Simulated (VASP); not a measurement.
# MgH2 (P4_2/mnm) in VASP: electric field gradients with r2SCAN

Aim: the electric field gradients of MgH2 with r2SCAN.

All numbers are computed with VASP 6.6.1; they aren't measurements. Logs are shortened: lines on timing, memory, paths and dates and some standing lists are left out, and cuts for length are marked.

## 1. The cell of the first run

Symmetry: P4_2/mnm, No. 136, tetragonal system. The conventional cell has a = 4.477 Å, b = 4.477 Å, c = 2.993 Å, α = 90.00°, β = 90.00°, γ = 90.00°. Within 2.6 Å of Mg (site symmetry mmm) lie 6 H at 1.93 to 1.94 Å. Within 2.6 Å of H (site symmetry m2m) lie 3 Mg at 1.93 to 1.94 Å and 1 H at 2.48 Å.

## 2. Electric field gradients, r2SCAN

Contents of POSCAR:

```
MgH2
1.0
    4.4766940000      0.0000000000      0.0000000000
    0.0000000000      4.4766940000      0.0000000000
    0.0000000000      0.0000000000      2.9925370000
Mg H
2 4
Direct
    0.5000000000      0.5000000000      0.5000000000
    0.0000000000      0.0000000000      0.0000000000
    0.6955720000      0.6955720000      0.0000000000
    0.8044280000      0.1955720000      0.5000000000
    0.3044280000      0.3044280000      0.0000000000
    0.1955720000      0.8044280000      0.5000000000
```

Contents of INCAR.step1:

```
PREC = Accurate
ENCUT = 520
ISMEAR = -1
SIGMA = 0.02
LREAL = F
LASPH = T
NELM = 60
NBANDS = 13
GGA = PE
ALGO = Normal
EDIFF = 1E-4
LWAVE = T
LCHARG = F
```

Contents of INCAR.step2:

```
PREC = Accurate
ENCUT = 520
EDIFF = 1E-8
ISMEAR = -1
SIGMA = 0.02
LREAL = F
LASPH = T
NELM = 60
ALGO = Normal
ISIF = 2
LWAVE = F
LCHARG = F
METAGGA = R2SCAN
LMIXTAU = T
LEFG = T
NBANDS = 13
ISTART = 1
```

Contents of KPOINTS:

```
Automatic mesh
0
Gamma
  6 6 9
```

Potentials or basis: VASP PAW PBE potentials, release 64 (Mg, H).

Run with:

```bash
> cat potpaw_PBE.64/Mg/POTCAR potpaw_PBE.64/H/POTCAR > POTCAR
> cp INCAR.step1 INCAR
> mpirun -np 1 vasp_std > vasp.out
> cp INCAR.step2 INCAR
> mpirun -np 1 vasp_std > vasp.out
```

OUTCAR:

```text
PREC = Accurate
   ENCUT = 520
   EDIFF = 1E-8
   ISMEAR = -1
   LREAL = F
   LASPH = T
   NELM = 60
   ISIF = 2
   METAGGA = R2SCAN
   ISTART = 1

 ion  position               nearest neighbor table
   1  0.500  0.500  0.500-   4 1.93   6 1.93   5 1.94   3 1.94   3 1.94   5 1.94   2 3.50   2 3.50
                             2 3.50   2 3.50   2 3.50   2 3.50   2 3.50   2 3.50
   2  0.000  0.000  0.000-   3 1.93   5 1.93   4 1.94   6 1.94   4 1.94   6 1.94   1 3.50   1 3.50
                             1 3.50   1 3.50   1 3.50   1 3.50   1 3.50   1 3.50
   3  0.696  0.696  0.000-   2 1.93   1 1.94   1 1.94
   4  0.804  0.196  0.500-   1 1.93   2 1.94   2 1.94
   5  0.304  0.304  0.000-   2 1.93   1 1.94   1 1.94
   6  0.196  0.804  0.500-   1 1.93   2 1.94   2 1.94

  LATTYP: Found a simple tetragonal cell.
 ALAT       =     4.4766940000
 C/A-ratio  =     0.6684703042

  Lattice vectors:

 A1 = (   4.4766940000,   0.0000000000,   0.0000000000)
 A2 = (   0.0000000000,   4.4766940000,   0.0000000000)
 A3 = (   0.0000000000,   0.0000000000,   2.9925370000)

Analysis of symmetry for initial positions (statically):
=====================================================================
 Subroutine PRICEL returns:
 Original cell was already a primitive cell.

 Routine SETGRP: Setting up the symmetry group for a
 simple tetragonal supercell.

 Subroutine GETGRP returns: Found 16 space group operations
 (whereof  8 operations were pure point group operations)
 out of a pool of 16 trial point group operations.

The static configuration has the point symmetry D_2h.
 The point group associated with its full space group is D_4h.

Analysis of symmetry for dynamics (positions and initial velocities):
=====================================================================
 Subroutine PRICEL returns:
 Original cell was already a primitive cell.

 Routine SETGRP: Setting up the symmetry group for a
 simple tetragonal supercell.

 Subroutine GETGRP returns: Found 16 space group operations
 (whereof  8 operations were pure point group operations)
 out of a pool of 16 trial point group operations.

The dynamic configuration has the point symmetry D_2h.
 The point group associated with its full space group is D_4h.

 Subroutine INISYM returns: Found 16 space group operations
 (whereof  8 operations are pure point group operations),
 and found     1 'primitive' translations

----------------------------------------------------------------------------------------

                                     Primitive cell

  volume of cell :      59.9728

  direct lattice vectors                    reciprocal lattice vectors
     4.476694000  0.000000000  0.000000000     0.223379128  0.000000000  0.000000000
     0.000000000  4.476694000  0.000000000     0.000000000  0.223379128  0.000000000
     0.000000000  0.000000000  2.992537000     0.000000000  0.000000000  0.334164624

  length of vectors
     4.476694000  4.476694000  2.992537000     0.223379128  0.223379128  0.334164624

  position of ions in fractional coordinates (direct lattice)
     0.500000000  0.500000000  0.500000000
     0.000000000  0.000000000  0.000000000
     0.695572000  0.695572000  0.000000000
     0.804428000  0.195572000  0.500000000
     0.304428000  0.304428000  0.000000000
     0.195572000  0.804428000  0.500000000

  ion indices of the primitive-cell ions
   primitive index   ion index
                 1           1
                 2           2
                 3           3
                 4           4
                 5           5
                 6           6

----------------------------------------------------------------------------------------

 KPOINTS: Automatic mesh

Automatic generation of k-mesh.
 Grid dimensions read from file:
[... 72 lines left out ...]
   ISYM   =      2    0-nonsym 1-usesym 2-fastsym
   POTIM  = 0.5000    time-step for ionic-motion
   TEBEG  =    0.0;   TEEND  =   0.0 temperature during run
   PSTRESS=    0.0 pullay stress
   NELECT =       8.0000    total number of electrons
   NUPDOWN=      -1.0000    fix difference up-down
   EMIN   =  10.00;   EMAX   =-10.00  energy-range for DOS
   EFERMI =   0.00;   METHOD = LEGACY
   ISMEAR =    -1;   SIGMA  =   0.02  broadening in eV -4-tet -1-fermi 0-gaus
   EFERMI_NEDOS =   21; number of points for ismear=-14 and -15
   IALGO  =     38    algorithm
   IMIX   =      4    mixing-type and parameters
     AMIX     =   0.40;   BMIX     =  1.00
     AMIX_MAG =   1.60;   BMIX_MAG =  1.00
  volume/ion in A,a.u.               =      10.00        67.45
  Fermi-wavevector in a.u.,A,eV,Ry     =   0.836476  1.580710  9.519884  0.699692
  Thomas-Fermi vector in A             =   1.950206
   LORBIT       =      0    0 simple, 1 ext, 2 COOP (PROOUT), +10 PAW based schemes
   METAGGA = R2SCAN    functional components
   LHFCALC =     F    Hartree Fock is set to
   AEXX    =    0.0000 exact exchange contribution
   IVDW    =     0    specifies the selected vdW correction
   LEPSILON=     F    determine dielectric tensor
   LRPA    =     F    only Hartree local field effects (RPA)
 non-spin polarized calculation
  energy-cutoff  :      520.00
  volume of cell :       59.97
 maximum number of plane-waves:      1643
 NGX is ok and might be reduce to    36
   NGX = 17   NGY = 17   NGZ = 11

 number of electron       8.0000002 magnetization

 Free energy of the ion-electron system (eV)
  ---------------------------------------------------
  ext. energy  EPLUGINS =         0.00000000
  ---------------------------------------------------
  free energy    TOTEN  =       -23.72691060 eV

  energy without entropy =      -23.72691060  energy(sigma->0) =      -23.72691060

 E-fermi :  -0.3745     XC(G=0):  -8.7572

 val. band max:       -0.8118732942   @ k =   0.1667   0.1667   0.0000
 cond. band min:       3.7503632027   @ k =   0.3333   0.3333   0.4444
 fundamental gap:      4.5622364969
 Fermi energy:        -0.3745276424

 k-point     1 :       0.0000    0.0000    0.0000
  band No.  band energies     occupation
      1      -7.4330      2.00000
      2      -2.2921      2.00000
      3      -2.2921      2.00000
      4      -1.1999      2.00000
      5       4.4345      0.00000
      6       4.9273      0.00000
      7       9.1976      0.00000
      8       9.1976      0.00000
      9      11.0675      0.00000
     10      11.3367      0.00000
     11      12.6391      0.00000
     12      15.6300      0.00000
     13      15.6300      0.00000
[... 354 lines left out ...]
  band No.  band energies     occupation
      1      -5.0491      2.00000
      2      -5.0491      2.00000
      3      -1.1545      2.00000
      4      -1.1545      2.00000
      5       5.6779      0.00000
      6       5.6779      0.00000
      7       7.6177      0.00000
      8       7.6177      0.00000
      9       9.5998      0.00000
     10       9.5998      0.00000
     11      13.1952      0.00000
     12      13.1952      0.00000
     13      15.3036      0.00000

 [... further k-points ...]

------------------------ aborting loop because EDIFF is reached ----------------------------------------

  FORCE on cell =-STRESS in cart. coord.  units (eV):
  Direction    XX          YY          ZZ          XY          YZ          ZX
  --------------------------------------------------------------------------------------
  -------------------------------------------------------------------------------------
  Total       -0.0550626     -0.0550626     -0.0889013     -0.0000000      0.0000000      0.0000000
  in kB       -1.4710020     -1.4710020     -2.3750049     -0.0000000      0.0000000      0.0000000
  external PRESSURE =      -1.7723363 kB  Pullay stress =       0.0000000 kB

 VOLUME and BASIS-vectors are now :
 -----------------------------------------------------------------------------
  energy-cutoff  :      520.00
  volume of cell :       59.97
      direct lattice vectors                 reciprocal lattice vectors
     4.476694000  0.000000000  0.000000000     0.223379128  0.000000000  0.000000000
     0.000000000  4.476694000  0.000000000     0.000000000  0.223379128  0.000000000
     0.000000000  0.000000000  2.992537000     0.000000000  0.000000000  0.334164624

 POSITION                                       TOTAL-FORCE (eV/Angst)
 -----------------------------------------------------------------------------------
      2.23835      2.23835      1.49627         0.000000     -0.000000     -0.000000
      0.00000      0.00000      0.00000         0.000000     -0.000000     -0.000000
      3.11386      3.11386      0.00000        -0.007038     -0.007038      0.000000
      3.60118      0.87552      1.49627         0.007038     -0.007038      0.000000
      1.36283      1.36283      0.00000         0.007038      0.007038     -0.000000
      0.87552      3.60118      1.49627        -0.007038      0.007038     -0.000000
 -----------------------------------------------------------------------------------
    total drift:                                0.000000     -0.000000     -0.000000

  FREE ENERGIE OF THE ION-ELECTRON SYSTEM (eV)
  ---------------------------------------------------
  free  energy   TOTEN  =       -23.7269106003 eV

  energy  without entropy=      -23.7269106002  energy(sigma->0) =      -23.72691060

 Electric field gradients (V/A^2)
---------------------------------------------------------------------
 ion       V_xx      V_yy      V_zz      V_xy      V_xz      V_yz
---------------------------------------------------------------------
   1       2.973     2.973    -5.947     2.793    -0.000    -0.000
   2       2.973     2.973    -5.947    -2.793    -0.000    -0.000
   3      -0.549    -0.549     1.098     4.939     0.000    -0.000
   4      -0.549    -0.549     1.098    -4.939     0.000     0.000
   5      -0.549    -0.549     1.098     4.939     0.000     0.000
   6      -0.549    -0.549     1.098    -4.939     0.000     0.000
---------------------------------------------------------------------

 Electric field gradients after diagonalization (V/A^2)
 (convention: |V_zz| > |V_xx| > |V_yy|)
----------------------------------------------------------------------
 ion       V_xx      V_yy      V_zz     asymmetry (V_yy - V_xx)/ V_zz
----------------------------------------------------------------------
   1       5.767     0.180    -5.947       0.940
   2       5.767     0.180    -5.947       0.940
   3       4.390     1.098    -5.488       0.600
   4       4.390     1.098    -5.488       0.600
   5       4.390     1.098    -5.488       0.600
   6       4.390     1.098    -5.488       0.600
----------------------------------------------------------------------

           NMR quadrupolar parameters

 Cq : quadrupolar parameter    Cq=e*Q*V_zz/h
 eta: asymmetry parameters     (V_yy - V_xx)/ V_zz
 Q  : nuclear electric quadrupole moment in mb (millibarn)
----------------------------------------------------------------------
 ion       Cq(MHz)       eta       Q (mb)
----------------------------------------------------------------------
   1      -0.014       0.940       1.000
   2      -0.014       0.940       1.000
   3      -0.013       0.600       1.000
   4      -0.013       0.600       1.000
   5      -0.013       0.600       1.000
   6      -0.013       0.600       1.000
----------------------------------------------------------------------
```

Run time: 82 s. Hardware: 1 thread of Intel Xeon Platinum 8488C (Sapphire Rapids), shared host; peak memory 0.19 GiB.

Results:

```yaml
Free_energy: -23.7269 eV
Pressure: -0.2 GPa
Largest_force: 0.010 eV/Å
Band_gap_on_the_k_mesh: 4.56 eV (least direct gap 5.44 eV)
Largest_electric_field_gradient_by_atom: Mg -5.9; H -5.5 V/Å²
```

Forces on the atoms (eV/Å):
```
Mg   0.000  0.000  0.000
Mg   0.000  0.000  0.000
H   -0.007 -0.007  0.000
H    0.007 -0.007  0.000
H    0.007  0.007  0.000
H   -0.007  0.007  0.000
```

Levels at points of the mesh, in eV from the valence-band top:
```tsv
k point	band 1	band 2	band 3	band 4	band 5	band 6	band 7	band 8	band 9
(0.00, 0.00, 0.00)	-6.62	-1.48	-1.48	-0.39	5.25	5.74	10.01	10.01	11.88
(0.50, 0.00, 0.00)	-4.93	-4.93	-0.52	-0.52	6.00	6.00	10.92	10.92	12.90
(0.50, 0.50, 0.00)	-3.81	-3.81	-2.79	-2.79	9.89	9.89	9.98	9.98	14.40
```

Electric field gradients, principal values (V/Å²):
| atom | least | middle | greatest (by size) |
| --- | --- | --- | --- |
| 1 Mg | 0.180 | 5.767 | -5.947 |
| 2 Mg | 0.180 | 5.767 | -5.947 |
| 3 H | 1.098 | 4.390 | -5.488 |
| 4 H | 1.098 | 4.390 | -5.488 |
| 5 H | 1.098 | 4.390 | -5.488 |
| 6 H | 1.098 | 4.390 | -5.488 |

Caveat: without QUAD_EFG the Cq values of the log hold for a quadrupole moment of 1 mb, not for the nuclei; the PAW data sets were made with another functional, which shifts forces and pressure a little; an odd mesh through Γ misses points on the zone boundary, where band edges can lie.
